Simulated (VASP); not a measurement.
A run of VASP 6.6.1 is set up as follows.

File INCAR:

```
SYSTEM = YNb4N
ALGO     = Normal         ! electronic algorithm
EDIFF    = 1E-6           ! SCF threshold, eV
ENCUT    = 520            ! plane-wave cutoff, eV
GGA      = PE             ! functional
ISIF     = 2              ! what is computed and relaxed
ISMEAR   = 0              ! smearing method
LASPH    = .TRUE.         ! aspherical terms in the spheres
LCHARG   = .FALSE.        ! write CHGCAR
LREAL    = .FALSE.        ! projectors in reciprocal space
LWAVE    = .FALSE.        ! write WAVECAR
NBANDS   = 43             ! bands
NELM     = 100            ! most SCF steps
PREC     = Accurate       ! precision mode
SIGMA    = 0.1            ! smearing width, eV
```

The input KPOINTS:

```
k-points
0
G
  10 10 6
  0 0 0
```

POSCAR

```
YNb4N
1.0
    3.8820872110      0.0000000000      0.0000000000
    0.0000000000      3.8820872110      0.0000000000
    0.0000000000      0.0000000000      7.9080868863
Y Nb N
1 4 1
Direct
    0.5000000000      0.5000000000      0.5000000000
    0.0000000000      0.5000000000      0.8332617698
    0.5000000000      0.0000000000      0.8332617698
    0.0000000000      0.5000000000      0.1667382302
    0.5000000000      0.0000000000      0.1667382302
    0.0000000000      0.0000000000      0.0000000000
```

Potentials or basis: VASP PAW PBE potentials, release 64 (Y_sv, Nb_sv, N).

Run with:

```console
$ cat potpaw_PBE.64/Y_sv/POTCAR potpaw_PBE.64/Nb_sv/POTCAR potpaw_PBE.64/N/POTCAR > POTCAR
$ mpirun -np 1 vasp_std > vasp.out
```

Q: Estimate the pressure.

A: -0.2 GPa.

Q: Estimate the largest force.

A: 0.003 eV/Å.

Forces on the atoms (eV/Å):
```
Y    0.000  0.000  0.000
Nb   0.000  0.000  0.003
Nb   0.000  0.000  0.003
Nb   0.000  0.000 -0.003
Nb   0.000  0.000 -0.003
N    0.000  0.000  0.000
```
